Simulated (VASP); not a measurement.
The system is BaNaF.

```
Na Ba F
1.0
     4.42714    0.00000    0.00000
    -2.21357    3.83401    0.00000
     0.00000    0.00000    4.36968
Na Ba F
1 1 1
Direct
  0.00000 0.00000 0.00000
  0.33333 0.66667 0.50000
  0.66667 0.33333 0.50000
```

```yaml
Program: VASP 6.6.1
Task: relaxation of cell and atoms
Functional: PBE
Potentials_or_basis: VASP PAW PBE potentials, release 64 (Na_pv, Ba_sv, F)
Cutoff: 600 eV
k_mesh: 6 × 6 × 4
Occupations: gaussian, width 0.1 eV
Spin: no spin polarisation
```

At the start: pressure 8.9 GPa; volume 24.72 Å³/atom.

Q: How do energy, volume and symmetry change on relaxing?

A: Over 11 steps the energy falls by 316.1 meV/atom and the volume is 34.14 Å³/atom (+38.1 %); space group P-6m2 (No. 187, to 0.05 Å).

Step by step:
```tsv
step	energy change (eV)	largest force (eV/Å)	pressure (GPa)	volume (Å³)
1	0.0000	0.0000	8.93	74.17
2	-0.5469	0.0000	2.02	89.94
3	-0.6322	0.0000	-0.11	99.01
4	-0.6360	0.0000	-0.59	101.69
5	-0.7952	0.0000	-0.72	103.50
6	-0.8946	0.0000	-1.02	106.89
7	-0.9323	0.0000	-0.87	105.72
8	-0.9373	0.0000	-0.88	105.99
9	-0.9377	0.0000	-0.90	106.05
10	-0.9473	0.0000	0.32	101.28
11	-0.9484	0.0000	0.00	102.41
```

Final structure:
```yaml
crystal:
  lattice:
    - [4.51610, 0.00000, 0.00000]
    - [-2.25805, 3.91105, 0.00000]
    - [0.00000, 0.00000, 5.79815]
  atoms:
    - { symbol: Na, position: [0.00000, 0.00000, 0.00000] }
    - { symbol: Ba, position: [0.33333, 0.66667, 0.50000] }
    - { symbol: F, position: [0.66667, 0.33333, 0.50000] }
```

Caveat: the volume moved by over 15 % at a fixed basis, so the end points are rough.
